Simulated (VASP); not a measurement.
# Sb (Im-3m) in VASP: settings compared

The runs below take Sb through single point, relaxation of cell and atoms, with PBE, PBE+D3(BJ), PBE+D4, PBEsol.

Program: VASP 6.6.1. These are calculated values, not measurements. Logs are shortened: lines on timing, memory, paths and dates and some standing lists are left out, and cuts for length are marked.

## 1. The cell of the first run

It takes space group Im-3m (No. 229, cubic). Conventional cell: a = 3.803 Å, b = 3.803 Å, c = 3.803 Å, α = 90.00°, β = 90.00°, γ = 90.00°. Within 4.3 Å of Sb (site symmetry m-3m) lie 14 Sb at 3.29 to 3.80 Å.

## 2. Single point, PBE

The input, INCAR:

```
SYSTEM = Sb
PREC     = Accurate       ! precision mode
ENCUT    = 520            ! plane-wave cutoff, eV
EDIFF    = 1E-6           ! SCF threshold, eV
ISMEAR   = -1             ! smearing method
SIGMA    = 0.05           ! smearing width, eV
LREAL    = .False.        ! projectors in reciprocal space
LASPH    = .True.         ! aspherical terms in the spheres
NELM     = 80             ! most SCF steps
ALGO     = Normal         ! electronic algorithm
ISIF     = 2              ! what is computed and relaxed
LWAVE    = .False.        ! write WAVECAR
LCHARG   = .False.        ! write CHGCAR
GGA      = PE             ! functional
NBANDS   = 8              ! bands
```

The input, KPOINTS:

```
regular mesh
0
Gamma
  10 10 10
  0 0 0
```

The input, POSCAR:

```
Sb
1.0
   -1.9015809544      1.9015809544      1.9015809544
    1.9015809544     -1.9015809544      1.9015809544
    1.9015809544      1.9015809544     -1.9015809544
Sb
1
Direct
    0.0000000000      0.0000000000      0.0000000000
```

Potentials or basis: VASP PAW PBE potentials, release 64 (Sb).

On the command line:

```bash
$ cat potpaw_PBE.64/Sb/POTCAR > POTCAR
$ mpirun -np 1 vasp_std > vasp.out
```

OUTCAR:

```text
SYSTEM = Sb
   PREC = Accurate
   ENCUT = 520
   EDIFF = 1E-6
   ISMEAR = -1
   LREAL = .False.
   LASPH = .True.
   NELM = 80
   ISIF = 2
   GGA = PE

 ion  position               nearest neighbor table
   1  0.000  0.000  0.000-

  LATTYP: Found a body centered cubic cell.
 ALAT       =     3.8031619088

  Lattice vectors:

 A1 = (  -1.9015809544,   1.9015809544,   1.9015809544)
 A2 = (   1.9015809544,  -1.9015809544,   1.9015809544)
 A3 = (   1.9015809544,   1.9015809544,  -1.9015809544)

Analysis of symmetry for initial positions (statically):
=====================================================================
 Subroutine PRICEL returns:
 Original cell was already a primitive cell.

 Routine SETGRP: Setting up the symmetry group for a
 body centered cubic supercell.

 Subroutine GETGRP returns: Found 48 space group operations
 (whereof 48 operations were pure point group operations)
 out of a pool of 48 trial point group operations.

The static configuration has the point symmetry O_h .

Analysis of symmetry for dynamics (positions and initial velocities):
=====================================================================
 Subroutine PRICEL returns:
 Original cell was already a primitive cell.

 Routine SETGRP: Setting up the symmetry group for a
 body centered cubic supercell.

 Subroutine GETGRP returns: Found 48 space group operations
 (whereof 48 operations were pure point group operations)
 out of a pool of 48 trial point group operations.

The dynamic configuration has the point symmetry O_h .

 Subroutine INISYM returns: Found 48 space group operations
 (whereof 48 operations are pure point group operations),
 and found     1 'primitive' translations

----------------------------------------------------------------------------------------

                                     Primitive cell

  volume of cell :      27.5045

  direct lattice vectors                    reciprocal lattice vectors
    -1.901580954  1.901580954  1.901580954     0.000000000  0.262939108  0.262939108
     1.901580954 -1.901580954  1.901580954     0.262939108  0.000000000  0.262939108
     1.901580954  1.901580954 -1.901580954     0.262939108  0.262939108  0.000000000

  length of vectors
     3.293634828  3.293634828  3.293634828     0.371852053  0.371852053  0.371852053

  position of ions in fractional coordinates (direct lattice)
     0.000000000  0.000000000  0.000000000

  ion indices of the primitive-cell ions
   primitive index   ion index
                 1           1

----------------------------------------------------------------------------------------

 KPOINTS: regular mesh

Automatic generation of k-mesh.
 Grid dimensions read from file:
 generate k-points for:   10   10   10

 Generating k-lattice:

  Cartesian coordinates                     Fractional coordinates (reciprocal lattice)
     0.000000000  0.026293911  0.026293911     0.100000000  0.000000000  0.000000000
     0.026293911  0.000000000  0.026293911     0.000000000  0.100000000  0.000000000
     0.026293911  0.026293911  0.000000000     0.000000000  0.000000000  0.100000000

  Length of vectors
     0.037185205  0.037185205  0.037185205

  Shift w.r.t. Gamma in fractional coordinates (k-lattice)
     0.000000000  0.000000000  0.000000000

 Subroutine IBZKPT returns following result:
 ===========================================

 Found     47 irreducible k-points:

 Following reciprocal coordinates:
            Coordinates               Weight
  0.000000  0.000000  0.000000      1.000000
  0.100000  0.000000  0.000000     12.000000
  0.200000  0.000000  0.000000     12.000000
  0.300000  0.000000  0.000000     12.000000
  0.400000  0.000000  0.000000     12.000000
  0.500000  0.000000  0.000000      6.000000
[... 16 lines left out ...]
  0.300000  0.300000  0.100000      8.000000
 -0.300000  0.300000  0.100000     24.000000
 [... further k-points ...]
   k-points           NKPTS =     47   k-points in BZ     NKDIM =     47   number of bands    NBANDS=      8
   number of dos      NEDOS =    301   number of ions     NIONS =      1
   total plane-waves  NPLWV =  13824
   dimension x,y,z NGX =    24 NGY =   24 NGZ =   24
   dimension x,y,z NGXF=    48 NGYF=   48 NGZF=   48
   ions per type =               1
   NGX,Y,Z   is equivalent  to a cutoff of  12.11, 12.11, 12.11 a.u.
   NGXF,Y,Z  is equivalent  to a cutoff of  24.23, 24.23, 24.23 a.u.
 SYSTEM =  Sb
   PREC   = accura    normal or accurate (medium, high low for compatibility)
   ISTART =      0    job   : 0-new  1-cont  2-samecut
   ICHARG =      2    charge: 1-file 2-atom 10-const
   ISPIN  =      1    spin polarized calculation?
   LNONCOLLINEAR =      F non collinear calculations
   LSORBIT =      F    spin-orbit coupling
   LASPH  =      T    aspherical Exc in radial PAW
   ENCUT  =  520.0 eV  38.22 Ry    6.18 a.u.   6.12  6.12  6.12*2*pi/ulx,y,z
   NELM   =     80;   NELMIN=  2; NELMDL= -5     # of ELM steps
   EDIFF  = 0.1E-05   stopping-criterion for ELM
   LREAL  =      F    real-space projection
   EDIFFG = 0.1E-04   stopping-criterion for IOM
   NSW    =      0    number of steps for IOM
   IBRION =     -1    ionic relax: 0-MD 1-quasi-New 2-CG
   NFREE  =      0    steps in history (QN), initial steepest desc. (CG)
   ISIF   =      2    stress and relaxation
   ISYM   =      2    0-nonsym 1-usesym 2-fastsym
   POTIM  = 0.5000    time-step for ionic-motion
   TEBEG  =    0.0;   TEEND  =   0.0 temperature during run
   PSTRESS=    0.0 pullay stress
   NELECT =       5.0000    total number of electrons
   NUPDOWN=      -1.0000    fix difference up-down
   EMIN   =  10.00;   EMAX   =-10.00  energy-range for DOS
   EFERMI =   0.00;   METHOD = LEGACY
   ISMEAR =    -1;   SIGMA  =   0.05  broadening in eV -4-tet -1-fermi 0-gaus
   EFERMI_NEDOS =   21; number of points for ismear=-14 and -15
   IALGO  =     38    algorithm
   IMIX   =      4    mixing-type and parameters
     AMIX     =   0.40;   BMIX     =  1.00
     AMIX_MAG =   1.60;   BMIX_MAG =  1.00
  volume/ion in A,a.u.               =      27.50       185.61
  Fermi-wavevector in a.u.,A,eV,Ry     =   0.927392  1.752517 11.701771  0.860056
  Thomas-Fermi vector in A             =   2.053457
   LORBIT       =      0    0 simple, 1 ext, 2 COOP (PROOUT), +10 PAW based schemes
   GGA     = PE    functional components
   LHFCALC =     F    Hartree Fock is set to
   AEXX    =    0.0000 exact exchange contribution
   IVDW    =     0    specifies the selected vdW correction
   LEPSILON=     F    determine dielectric tensor
   LRPA    =     F    only Hartree local field effects (RPA)
 non-spin polarized calculation
  energy-cutoff  :      520.00
  volume of cell :       27.50
 maximum number of plane-waves:       767
   NGX = 13   NGY = 13   NGZ = 13

 number of electron       5.0000000 magnetization

 Free energy of the ion-electron system (eV)
  ---------------------------------------------------
  ext. energy  EPLUGINS =         0.00000000
  ---------------------------------------------------
  free energy    TOTEN  =        -3.90170202 eV

  energy without entropy =       -3.89294035  energy(sigma->0) =       -3.89732118

 E-fermi :   8.1669     XC(G=0): -10.1345

 val. band max:        8.1659993117   @ k =  -0.3000   0.4000   0.1000
 cond. band min:       8.1766150667   @ k =   0.3000   0.1000   0.1000
 fundamental gap:      0.0106157551
 Fermi energy:         8.1668506434

 k-point     1 :       0.0000    0.0000    0.0000
  band No.  band energies     occupation
      1      -4.4996      2.00000
      2      13.5028      0.00000
      3      13.5028      0.00000
      4      13.5028      0.00000
      5      18.6440      0.00000
      6      18.6440      0.00000
      7      18.6440      0.00000
      8      19.9511      0.00000

 k-point     2 :       0.1000    0.0000    0.0000
  band No.  band energies     occupation
      1      -4.2947      2.00000
      2      12.0305      0.00000
      3      12.8893      0.00000
      4      13.3379      0.00000
      5      17.5714      0.00000
      6      17.6556      0.00000
      7      19.2812      0.00000
      8      19.4935      0.00000

 k-point     3 :       0.2000    0.0000    0.0000
  band No.  band energies     occupation
      1      -3.6850      2.00000
      2       9.2376      0.00000
      3      11.7423      0.00000
      4      12.9004      0.00000
      5      16.2005      0.00000
      6      16.5405      0.00000
      7      19.1776      0.00000
      8      20.0729      0.00000

 k-point     4 :       0.3000    0.0000    0.0000
  band No.  band energies     occupation
      1      -2.6957      2.00000
      2       6.4010      2.00000
      3      10.7192      0.00000
      4      12.3804      0.00000
      5      15.2530      0.00000
      6      15.7267      0.00000
      7      19.7778      0.00000
      8      20.8286      0.00000

 k-point     5 :       0.4000    0.0000    0.0000
  band No.  band energies     occupation
      1      -1.4376      2.00000
      2       3.9669      2.00000
      3      10.0497      0.00000
      4      11.9880      0.00000
      5      14.7025      0.00000
      6      15.2373      0.00000
      7      20.8583      0.00000
      8      21.8890      0.00000
[... 177 lines left out ...]
 k-point    22 :      -0.2000    0.2000    0.1000
  band No.  band energies     occupation
      1      -3.4820      2.00000
      2       9.3069      0.00000
      3      11.1068      0.00000
      4      11.8253      0.00000
      5      15.9846      0.00000
      6      17.4619      0.00000
      7      18.0395      0.00000
      8      20.5961      0.00000

 k-point    23 :       0.3000    0.3000    0.1000
  band No.  band energies     occupation
      1       0.2033      2.00000
      2       4.7122      2.00000
      3       4.7122      2.00000
      4       8.3421      0.05838
      5      19.3557      0.00000
      6      21.3383      0.00000
      7      21.3383      0.00000
      8      23.7423      0.00000

 k-point    24 :      -0.3000    0.3000    0.1000
  band No.  band energies     occupation
      1      -2.4963      2.00000
      2       6.5539      2.00000
      3      10.0948      0.00000
      4      11.4093      0.00000
      5      15.7170      0.00000
      6      16.6556      0.00000
      7      17.8297      0.00000
      8      22.8935      0.00000

 [... further k-points ...]
[... 5 lines left out ...]
  --------------------------------------------------------------------------------------
  -------------------------------------------------------------------------------------
  Total       -0.0231147     -0.0231147     -0.0231147     -0.0000000     -0.0000000     -0.0000000
  in kB       -1.3464632     -1.3464632     -1.3464632     -0.0000000     -0.0000000     -0.0000000
  external PRESSURE =      -1.3464632 kB  Pullay stress =       0.0000000 kB

 VOLUME and BASIS-vectors are now :
 -----------------------------------------------------------------------------
  energy-cutoff  :      520.00
  volume of cell :       27.50
      direct lattice vectors                 reciprocal lattice vectors
    -1.901580954  1.901580954  1.901580954     0.000000000  0.262939108  0.262939108
     1.901580954 -1.901580954  1.901580954     0.262939108  0.000000000  0.262939108
     1.901580954  1.901580954 -1.901580954     0.262939108  0.262939108  0.000000000

 POSITION                                       TOTAL-FORCE (eV/Angst)
 -----------------------------------------------------------------------------------
      0.00000      0.00000      0.00000        -0.000000     -0.000000      0.000000
 -----------------------------------------------------------------------------------
    total drift:                                0.000000     -0.000000      0.000000

  FREE ENERGIE OF THE ION-ELECTRON SYSTEM (eV)
  ---------------------------------------------------
  free  energy   TOTEN  =        -3.9017020232 eV

  energy  without entropy=       -3.8929403453  energy(sigma->0) =       -3.89732118
```

It took 4.4 s on 1 thread of Intel Xeon Platinum 8259CL at 2.50GHz (Skylake/Cascade Lake), shared host; peak memory 0.13 GiB.

Results:

| Property | Result |
| --- | --- |
| Free energy | -3.9017 eV |
| Pressure | -0.1 GPa |

Levels at points of the mesh, in eV from the Fermi level:
```tsv
k point	band 1	band 2	band 3	band 4	band 5	band 6	band 7	band 8
(0.00, 0.00, 0.00)	-12.67	5.34	5.34	5.34	10.48	10.48	10.48	11.78
(0.50, 0.00, 0.00)	-8.76	-5.44	1.65	3.68	6.36	6.91	13.62	14.97
(0.50, 0.50, 0.50)	-5.68	-1.94	-1.94	-1.94	3.03	3.03	17.42	17.42
```

Caveat: spin-orbit coupling is left out, which moves the levels of the heavy elements.

## 3. Relaxation of cell and atoms, PBE

This run uses another cell than the first one, of 26.21 Å³/atom, 0.953 times its volume.

The input, INCAR:

```
SYSTEM = Sb
ALGO = Normal
EDIFF = 1E-7
EDIFFG = -0.01
ENCUT = 600
GGA = PE
IBRION = 2
ISIF = 3
ISMEAR = -1
LASPH = .True.
LCHARG = .False.
LREAL = .False.
LWAVE = .False.
NELM = 80
NSW = 60
PREC = Accurate
SIGMA = 0.05
```

The input, KPOINTS:

```
k-points
0
Gamma
  10 10 10
  0 0 0
```

The input, POSCAR:

```
Sb
1.0
   -1.8713408863      1.8713408863      1.8713408863
    1.8713408863     -1.8713408863      1.8713408863
    1.8713408863      1.8713408863     -1.8713408863
Sb
1
Direct
    0.0000000000      0.0000000000      0.0000000000
```

Potentials or basis: VASP PAW PBE potentials, release 64 (Sb).

On the command line:

```bash
$ cat potpaw_PBE.64/Sb/POTCAR > POTCAR
$ mpirun -np 1 vasp_std > vasp.out
```

OUTCAR:

```text
SYSTEM = Sb
   EDIFF = 1E-7
   EDIFFG = -0.01
   ENCUT = 600
   GGA = PE
   IBRION = 2
   ISIF = 3
   ISMEAR = -1
   LASPH = .True.
   LREAL = .False.
   NELM = 80
   NSW = 60
   PREC = Accurate

 ion  position               nearest neighbor table
   1  0.000  0.000  0.000-

  LATTYP: Found a body centered cubic cell.
 ALAT       =     3.7426817726

  Lattice vectors:

 A1 = (  -1.8713408863,   1.8713408863,   1.8713408863)
 A2 = (   1.8713408863,  -1.8713408863,   1.8713408863)
 A3 = (   1.8713408863,   1.8713408863,  -1.8713408863)

Analysis of symmetry for initial positions (statically):
=====================================================================
 Subroutine PRICEL returns:
[... 244 lines left out ...]
  ext. energy  EPLUGINS =         0.00000000
  ---------------------------------------------------
  free energy    TOTEN  =        -3.90170440 eV

  energy without entropy =       -3.89293783  energy(sigma->0) =       -3.89732112

 E-fermi :   8.1959     XC(G=0): -10.1444

 val. band max:        8.1941016177   @ k =  -0.3000   0.4000   0.1000
 cond. band min:       8.2052116474   @ k =   0.3000   0.1000   0.1000
 fundamental gap:      0.0111100297
 Fermi energy:         8.1958669645

 k-point     1 :       0.0000    0.0000    0.0000
  band No.  band energies     occupation
      1      -4.4879      2.00000
      2      13.5491      0.00000
      3      13.5491      0.00000
      4      13.5491      0.00000
      5      18.6814      0.00000
      6      18.6814      0.00000
[... 199 lines left out ...]
 k-point    24 :      -0.3000    0.3000    0.1000
  band No.  band energies     occupation
      1      -2.4796      2.00000
      2       6.5822      2.00000
      3      10.1289      0.00000
      4      11.4466      0.00000
      5      15.7527      0.00000
      6      16.6900      0.00000

 [... further k-points ...]
[... 5 lines left out ...]
  --------------------------------------------------------------------------------------
  -------------------------------------------------------------------------------------
  Total        0.0007026      0.0007026      0.0007026     -0.0000000      0.0000000     -0.0000000
  in kB        0.0410182      0.0410182      0.0410182     -0.0000000      0.0000000     -0.0000000
  external PRESSURE =       0.0410182 kB  Pullay stress =       0.0000000 kB
[... 16 lines left out ...]
  FREE ENERGIE OF THE ION-ELECTRON SYSTEM (eV)
  ---------------------------------------------------
  free  energy   TOTEN  =        -3.9017043980 eV

  energy  without entropy=       -3.8929378321  energy(sigma->0) =       -3.89732112

 reached required accuracy - stopping structural energy minimisation
```

OSZICAR:

```text
N       E                     dE             d eps       ncg     rms          rms(c)
DAV:   1     0.996880188143E+01    0.99688E+01   -0.18087E+03   570   0.615E+02
DAV:   2    -0.364756060937E+01   -0.13616E+02   -0.13022E+02   834   0.780E+01
DAV:   3    -0.389189331407E+01   -0.24433E+00   -0.24085E+00   690   0.114E+01
[... 24 lines left out ...]
DAV:   4    -0.390170971479E+01    0.17102E-05   -0.15191E-05   654   0.412E-02    0.440E-02
DAV:   5    -0.390170404096E+01    0.56738E-05   -0.14900E-06   570   0.115E-02    0.102E-02
DAV:   6    -0.390170422431E+01   -0.18335E-06   -0.67798E-08   438   0.219E-03    0.297E-03
DAV:   7    -0.390170433462E+01   -0.11031E-06   -0.17083E-09   282   0.484E-04    0.105E-03
DAV:   8    -0.390170439801E+01   -0.63386E-07   -0.62518E-10   282   0.251E-04
   3 F= -.39017044E+01 E0= -.38973211E+01  d E =-.111931E-01
```

CONTCAR:

```text
Sb
   1.00000000000000
    -1.9001403375907320    1.9001403375907320    1.9001403375907320
     1.9001403375907320   -1.9001403375907320    1.9001403375907320
     1.9001403375907320    1.9001403375907320   -1.9001403375907320
  Sb
     1
Direct
     0.0000000000000000    0.0000000000000000    0.0000000000000000

  0.00000000E+00  0.00000000E+00  0.00000000E+00
```

Run time: 20 s. Hardware: 1 thread of Intel Xeon Platinum 8259CL at 2.50GHz (Skylake/Cascade Lake), shared host; peak memory 0.16 GiB.

What came out:

```
Free energy                            : -3.9017 eV
Relaxed volume                         : 27.44 Å³/atom
Relaxed cell                           : a = 3.291 Å, b = 3.291 Å, c = 3.291 Å, α = 109.47°, β = 109.47°, γ = 109.47°
Space group after relaxing (to 0.05 Å) : Im-3m (No. 229)
Energy gained by relaxing              : 11.2 meV/atom
Ionic steps                            : 3
Pressure after relaxing                : 0.0 GPa
```

The path:
| step | energy change (eV) | largest force (eV/Å) | pressure (GPa) | volume (Å³) |
| --- | --- | --- | --- | --- |
| 1 | 0.0000 | 0.0000 | 3.04 | 26.21 |
| 2 | -0.0080 | 0.0000 | -1.43 | 28.15 |
| 3 | -0.0112 | 0.0000 | 0.00 | 27.44 |

Final structure:
```
Sb
1.0
    -1.90014    1.90014    1.90014
     1.90014   -1.90014    1.90014
     1.90014    1.90014   -1.90014
Sb
1
Direct
  0.00000 0.00000 0.00000
```

Caveat: spin-orbit coupling is left out, which moves the levels of the heavy elements.

(Continued in part 2 of 2.)
